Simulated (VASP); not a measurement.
# Ga (P6/mmm) in VASP: a series of runs, part 2 of 2

VASP 6.6.1. The steps go on from the part before.

## Step 3: Relaxation of cell and atoms, LDA, target pressure 29 GPa, at which the enthalpy is minimised

This run uses another cell than the first one, of 13.58 Å³/atom.

INCAR

```
SYSTEM = Ga
ALGO = Normal
EDIFF = 1E-7
EDIFFG = -0.005
ENCUT = 600
IBRION = 2
ISIF = 3
ISMEAR = -1
LASPH = .TRUE.
LCHARG = .FALSE.
LREAL = .FALSE.
LWAVE = .FALSE.
NELM = 100
NSW = 32
PREC = Accurate
PSTRESS = 290.0
SIGMA = 0.08
```

KPOINTS

```
k-points
0
G
  8 8 12
  0 0 0
```

POSCAR

```
Ga
1.0
    4.3055156942      0.0000000000      0.0000000000
   -2.1527578471      3.7286859676      0.0000000000
    0.0000000000      0.0000000000      2.5377426291
Ga
3
Direct
    0.0000000000      0.0000000000      0.0000000000
    0.3333333333      0.6666666667      0.5000000000
    0.6666666667      0.3333333333      0.5000000000
```

Potentials or basis: VASP PAW LDA potentials, release 64 (Ga_d).

The run is started by

```console
$ cat potpaw_LDA.64/Ga_d/POTCAR > POTCAR
$ mpirun -np 1 vasp_std > vasp.out
```

OUTCAR:

```text
SYSTEM = Ga
   EDIFF = 1E-7
   EDIFFG = -0.005
   ENCUT = 600
   IBRION = 2
   ISIF = 3
   ISMEAR = -1
   LASPH = .TRUE.
   LREAL = .FALSE.
   NELM = 100
   NSW = 32
   PREC = Accurate
   PSTRESS = 290.0

 ion  position               nearest neighbor table
   1  0.000  0.000  0.000-   2 2.79   3 2.79   2 2.79   3 2.79   3 2.79   3 2.79   2 2.79   2 2.79
                             3 2.79   3 2.79   2 2.79   2 2.79
   2  0.333  0.667  0.500-   3 2.49   3 2.49   3 2.49   1 2.79   1 2.79   1 2.79   1 2.79   1 2.79
                             1 2.79
   3  0.667  0.333  0.500-   2 2.49   2 2.49   2 2.49   1 2.79   1 2.79   1 2.79   1 2.79   1 2.79
                             1 2.79

  LATTYP: Found a hexagonal cell.
 ALAT       =     4.3055156942
 C/A-ratio  =     0.5894166482

  Lattice vectors:

 A1 = (   4.3055156942,   0.0000000000,   0.0000000000)
 A2 = (  -2.1527578471,   3.7286859676,   0.0000000000)
 A3 = (   0.0000000000,   0.0000000000,   2.5377426291)

Analysis of symmetry for initial positions (statically):
=====================================================================
 Subroutine PRICEL returns:
 Original cell was already a primitive cell.

[... 177 lines left out ...]
  Direction    XX          YY          ZZ          XY          YZ          ZX
  --------------------------------------------------------------------------------------
  -------------------------------------------------------------------------------------
  Total        7.4734325      7.4734325      7.4778669      0.0000000     -0.0000000      0.0000000
  in kB      293.9017285    293.9017285    294.0761170      0.0000000     -0.0000000      0.0000000
  external PRESSURE =       3.9598580 kB  Pullay stress =     290.0000000 kB
[... 65 lines left out ...]
--------------------------------------- Ionic step        3  -------------------------------------------

 number of electron      38.9999998 magnetization

 Free energy of the ion-electron system (eV)
  ---------------------------------------------------
  ext. energy  EPLUGINS =         0.00000000
  ---------------------------------------------------
  free energy    TOTEN  =        -9.79166790 eV

  energy without entropy =       -9.77011970  energy(sigma->0) =       -9.78089380

 E-fermi :   8.9216     XC(G=0): -13.0961

 val. band max:        8.8989310623   @ k =   0.1250   0.0000   0.1667
 cond. band min:       8.9224503302   @ k =   0.1250   0.0000   0.2500
 fundamental gap:      0.0235192679
 Fermi energy:         8.9216379876

 k-point     1 :       0.0000    0.0000    0.0000
  band No.  band energies     occupation
      1      -7.0786      2.00000
      2      -6.7653      2.00000
      3      -6.7280      2.00000
      4      -6.6162      2.00000
      5      -6.6162      2.00000
      6      -6.5081      2.00000
[... 613 lines left out ...]
     22      13.4908      0.00000
     23      15.6394      0.00000

 [... further k-points ...]

------------------------ aborting loop because EDIFF is reached ----------------------------------------

  FORCE on cell =-STRESS in cart. coord.  units (eV):
  Direction    XX          YY          ZZ          XY          YZ          ZX
  --------------------------------------------------------------------------------------
  -------------------------------------------------------------------------------------
  Total        7.3964700      7.3964700      7.4001130      0.0000000     -0.0000000      0.0000000
  in kB      290.1646442    290.1646443    290.3075590      0.0000000     -0.0000000      0.0000000
  external PRESSURE =       0.2122825 kB  Pullay stress =     290.0000000 kB
[... 22 lines left out ...]
  energy  without entropy=       -9.7701197019  energy(sigma->0) =       -9.78089380

  enthalpy is  TOTEN    =        -2.3993948024 eV   P V=        7.3922730931

 reached required accuracy - stopping structural energy minimisation
```

OSZICAR:

```text
N       E                     dE             d eps       ncg     rms          rms(c)
DAV:   1     0.205810285426E+03    0.20581E+03   -0.21729E+04  3620   0.374E+03
DAV:   2     0.672769032355E+01   -0.19908E+03   -0.19683E+03  3423   0.478E+02
DAV:   3    -0.964222431590E+01   -0.16370E+02   -0.16240E+02  3521   0.127E+02
DAV:   4    -0.997440142023E+01   -0.33218E+00   -0.33153E+00  3689   0.203E+01
[... 22 lines left out ...]
DAV:   2    -0.979220579133E+01    0.20036E-02   -0.39639E-03  3941   0.120E+00    0.131E-01
DAV:   3    -0.979172478287E+01    0.48101E-03   -0.54518E-04  3472   0.424E-01    0.282E-02
DAV:   4    -0.979166773644E+01    0.57046E-04   -0.85980E-05  4128   0.149E-01    0.141E-03
DAV:   5    -0.979166785765E+01   -0.12121E-06   -0.19235E-06  3439   0.347E-02    0.569E-04
DAV:   6    -0.979166789550E+01   -0.37849E-07   -0.19156E-07  2464   0.693E-03
   3 F= -.23993948E+01 E0= -.23886207E+01  d E =-.130915E-03
```

It took 81 s on 1 thread of Intel Xeon Platinum 8488C (Sapphire Rapids), shared host; peak memory 0.19 GiB.

Results:

- Free energy: -9.7917 eV
- Relaxed volume: 13.61 Å³/atom
- Relaxed cell: a = 4.309 Å, b = 4.309 Å, c = 2.540 Å, α = 90.00°, β = 90.00°, γ = 120.00°
- Space group after relaxing (to 0.1 Å): P6/mmm (No. 191)
- Energy change on relaxing (the run minimises the enthalpy): -6.1 meV/atom
- Ionic steps: 3
- Pressure after relaxing: 29.0 GPa

Step by step:
| step | energy change (eV) | largest force (eV/Å) | pressure (GPa) | volume (Å³) |
| --- | --- | --- | --- | --- |
| 1 | 0.0000 | 0.0000 | 29.40 | 40.74 |
| 2 | -0.0359 | 0.0000 | 28.51 | 40.94 |
| 3 | -0.0182 | 0.0000 | 29.02 | 40.84 |

Final structure:
```
CELL_PARAMETERS angstrom
4.30898 0.00000 0.00000
-2.15449 3.73168 0.00000
0.00000 0.00000 2.53987
ATOMIC_POSITIONS crystal
Ga 0.00000 0.00000 0.00000
Ga 0.33333 0.66667 0.50000
Ga 0.66667 0.33333 0.50000
```

Levels at points of the mesh, in eV from the Fermi level:
| k point | band 15 | band 16 | band 17 | band 18 | band 19 | band 20 | band 21 | band 22 | band 23 |
| --- | --- | --- | --- | --- | --- | --- | --- | --- | --- |
| (0.00, 0.00, 0.00) | -15.04 | -13.97 | -2.82 | -2.64 | -2.40 | -2.40 | -2.34 | -2.34 | 8.34 |
| (0.50, 0.00, 0.00) | -15.02 | -11.09 | -11.05 | -5.63 | -4.99 | 5.31 | 5.42 | 6.04 | 6.13 |
| (0.00, 0.00, 0.50) | -14.88 | -7.95 | -7.40 | 1.54 | 1.69 | 1.69 | 1.97 | 3.26 | 3.26 |
| (0.50, 0.00, 0.50) | -14.95 | -5.63 | -4.93 | -4.79 | -4.18 | -0.09 | 0.23 | 0.48 | 1.95 |

Caveat: the cell is relaxed towards a set pressure, so the run minimises the enthalpy, not the energy; the highest band is partly filled, so the run has too few bands.
